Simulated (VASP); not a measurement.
# Al (Fm-3m) in VASP: a series of runs, part 2 of 2

VASP 6.6.1. The steps go on from the part before.

## 3. Single point, PBE0

This run uses another cell than the first one, of 17.27 Å³/atom.

Contents of POSCAR:

```
Al
1.0
    0.0000000000      2.0514502267      2.0514502267
    2.0514502267      0.0000000000      2.0514502267
    2.0514502267      2.0514502267      0.0000000000
Al
1
Direct
    0.0000000000      0.0000000000      0.0000000000
```

Contents of INCAR.step1:

```
PREC     = Accurate       # precision mode
ENCUT    = 520            # plane-wave cutoff, eV
EDIFF    = 1E-5           # SCF threshold, eV
ISMEAR   = -1             # smearing method
SIGMA    = 0.05           # smearing width, eV
LREAL    = F              # projectors in reciprocal space
LASPH    = T              # aspherical terms in the spheres
NELM     = 60             # most SCF steps
ALGO     = Normal         # electronic algorithm
ISIF     = 2              # what is computed and relaxed
LWAVE    = T              # write WAVECAR
LCHARG   = F              # write CHGCAR
NBANDS   = 8              # bands
GGA      = PE             # functional
```

Contents of INCAR.step2:

```
PREC     = Accurate       # precision mode
ENCUT    = 520            # plane-wave cutoff, eV
EDIFF    = 1E-6           # SCF threshold, eV
ISMEAR   = -1             # smearing method
SIGMA    = 0.05           # smearing width, eV
LREAL    = F              # projectors in reciprocal space
LASPH    = T              # aspherical terms in the spheres
NELM     = 60             # most SCF steps
ALGO     = Normal         # electronic algorithm
ISIF     = 2              # what is computed and relaxed
LWAVE    = F              # write WAVECAR
LCHARG   = F              # write CHGCAR
GGA      = PE             # functional
LHFCALC  = T              # exact exchange
AEXX     = 0.25           # exact-exchange fraction
PRECFOCK = Normal       
NBANDS   = 8              # bands
ISTART   = 1
```

Contents of KPOINTS:

```
Automatic mesh
0
Gamma
  6 6 6
```

Potentials or basis: VASP PAW PBE potentials, release 64 (Al).

The run is started by

```
> cat potpaw_PBE.64/Al/POTCAR > POTCAR
> cp INCAR.step1 INCAR
> mpirun -np 1 vasp_std > vasp.out
> cp INCAR.step2 INCAR
> mpirun -np 1 vasp_std > vasp.out
```

OUTCAR:

```text
PREC = Accurate
   ENCUT = 520
   EDIFF = 1E-6
   ISMEAR = -1
   LREAL = F
   LASPH = T
   NELM = 60
   ISIF = 2
   GGA = PE
   LHFCALC = T
   AEXX = 0.25
   PRECFOCK = Normal
   ISTART = 1

 ion  position               nearest neighbor table
   1  0.000  0.000  0.000-

  LATTYP: Found a face centered cubic cell.
 ALAT       =     4.1029004534

  Lattice vectors:

 A1 = (   0.0000000000,   2.0514502267,   2.0514502267)
 A2 = (   2.0514502267,   0.0000000000,   2.0514502267)
 A3 = (   2.0514502267,   2.0514502267,   0.0000000000)

Analysis of symmetry for initial positions (statically):
=====================================================================
 Subroutine PRICEL returns:
 Original cell was already a primitive cell.

 Routine SETGRP: Setting up the symmetry group for a
 face centered cubic supercell.

 Subroutine GETGRP returns: Found 48 space group operations
 (whereof 48 operations were pure point group operations)
 out of a pool of 48 trial point group operations.

The static configuration has the point symmetry O_h .

Analysis of symmetry for dynamics (positions and initial velocities):
=====================================================================
 Subroutine PRICEL returns:
 Original cell was already a primitive cell.

 Routine SETGRP: Setting up the symmetry group for a
 face centered cubic supercell.

 Subroutine GETGRP returns: Found 48 space group operations
 (whereof 48 operations were pure point group operations)
 out of a pool of 48 trial point group operations.

The dynamic configuration has the point symmetry O_h .

 Subroutine INISYM returns: Found 48 space group operations
 (whereof 48 operations are pure point group operations),
 and found     1 'primitive' translations

[... 110 lines left out ...]
   PRECFOCK=normal    Normal, Fast or Accurate (Low or Medium for compatibility)
   ENCUT4O =  -1.0   cutoff for four orbital integrals eV
   NKREDX  =     1    reduce k-point grid by
   NKREDY  =     1    reduce k-point grid by
   NKREDZ  =     1    reduce k-point grid by
   AEXX    =    0.2500 exact exchange contribution
   HFSCREEN=    0.0000 screening length (either q_TF or 0.3 A-1)
   HFSCREENC=   0.0000 screening length for correlation (either q_TF or 0.3 A-1)
   ENCUTFOCK=  -1.0 apply spherical cutoff to Coloumb kernel
   IVDW    =     0    specifies the selected vdW correction
   LEPSILON=     F    determine dielectric tensor
   LRPA    =     F    only Hartree local field effects (RPA)
 non-spin polarized calculation
  energy-cutoff  :      520.00
  volume of cell :       17.27
 maximum number of plane-waves:       483
 NGX is ok and might be reduce to    24
  NGX = 18; NGY = 18; NGZ = 18

 number of electron       3.0000000 magnetization

 Free energy of the ion-electron system (eV)
  ---------------------------------------------------
  ext. energy  EPLUGINS =         0.00000000
  ---------------------------------------------------
  free energy    TOTEN  =        -4.48352235 eV

  energy without entropy =       -4.47973768  energy(sigma->0) =       -4.48163001

 E-fermi :   7.9725     XC(G=0):  -7.8993

 val. band max:        6.5324061146   @ k =  -0.3333   0.5000   0.1667
 cond. band min:       7.9894011706   @ k =  -0.3333   0.3333   0.0000
 fundamental gap:      1.4569950560
 Fermi energy:         7.9725286290

 k-point     1 :       0.0000    0.0000    0.0000
  band No.  band energies     occupation
      1      -5.2879      2.00000
      2      21.3527      0.00000
      3      21.3527      0.00000
      4      21.3527      0.00000
      5      22.5426      0.00000
      6      22.5426      0.00000
      7      22.5426      0.00000
      8      25.0001      0.00000
[... 155 lines left out ...]
 k-point    16 :      -0.3333    0.5000    0.1667
  band No.  band energies     occupation
      1       4.9543      2.00000
      2       6.5324      2.00000
      3       8.7699      0.00000
      4      10.3822      0.00000
      5      20.5452      0.00000
      6      22.2532      0.00000
      7      28.7107      0.00000
      8      29.7022      0.00000

------------------------ aborting loop because EDIFF is reached ----------------------------------------

  FORCE on cell =-STRESS in cart. coord.  units (eV):
  Direction    XX          YY          ZZ          XY          YZ          ZX
  --------------------------------------------------------------------------------------
  -------------------------------------------------------------------------------------
  Total       -0.4311878     -0.4311878     -0.4311878     -0.0000000      0.0000000      0.0000000
  in kB      -40.0095857    -40.0095857    -40.0095857     -0.0000000      0.0000000      0.0000000
  external PRESSURE =     -40.0095857 kB  Pullay stress =       0.0000000 kB

 VOLUME and BASIS-vectors are now :
 -----------------------------------------------------------------------------
  energy-cutoff  :      520.00
  volume of cell :       17.27
      direct lattice vectors                 reciprocal lattice vectors
     0.000000000  2.051450227  2.051450227    -0.243730018  0.243730018  0.243730018
     2.051450227  0.000000000  2.051450227     0.243730018 -0.243730018  0.243730018
     2.051450227  2.051450227  0.000000000     0.243730018  0.243730018 -0.243730018

 POSITION                                       TOTAL-FORCE (eV/Angst)
 -----------------------------------------------------------------------------------
      0.00000      0.00000      0.00000         0.000000      0.000000     -0.000000
 -----------------------------------------------------------------------------------
    total drift:                               -0.000000     -0.000000     -0.000000

  FREE ENERGIE OF THE ION-ELECTRON SYSTEM (eV)
  ---------------------------------------------------
  free  energy   TOTEN  =        -4.4835223474 eV

  energy  without entropy=       -4.4797376805  energy(sigma->0) =       -4.48163001
```

OUTCAR.step1:

```text
PREC = Accurate
   ENCUT = 520
   EDIFF = 1E-5
   ISMEAR = -1
   LREAL = F
[... 381 lines left out ...]

 POSITION                                       TOTAL-FORCE (eV/Angst)
 -----------------------------------------------------------------------------------
      0.00000      0.00000      0.00000         0.000000      0.000000     -0.000000
 -----------------------------------------------------------------------------------
    total drift:                                0.000000     -0.000000     -0.000000

  FREE ENERGIE OF THE ION-ELECTRON SYSTEM (eV)
  ---------------------------------------------------
  free  energy   TOTEN  =        -3.8073494060 eV

  energy  without entropy=       -3.8031621967  energy(sigma->0) =       -3.80525580
```

Run time: 2.6 min. Hardware: 1 thread of Intel Xeon 8259CL, shared host; peak memory 0.14 GiB.

What came out:

| Property | Result |
| --- | --- |
| Free energy | -4.4835 eV |
| Pressure | -4.0 GPa |
| Band gap on the k mesh | zero (an odd number of electrons rules out a gap without spin polarisation) |

Caveat: the k points lie up to 0.44 Å⁻¹ apart, too coarse for converged energies and pressures of a metal; the PAW data sets were made with another functional, which shifts forces and pressure a little.
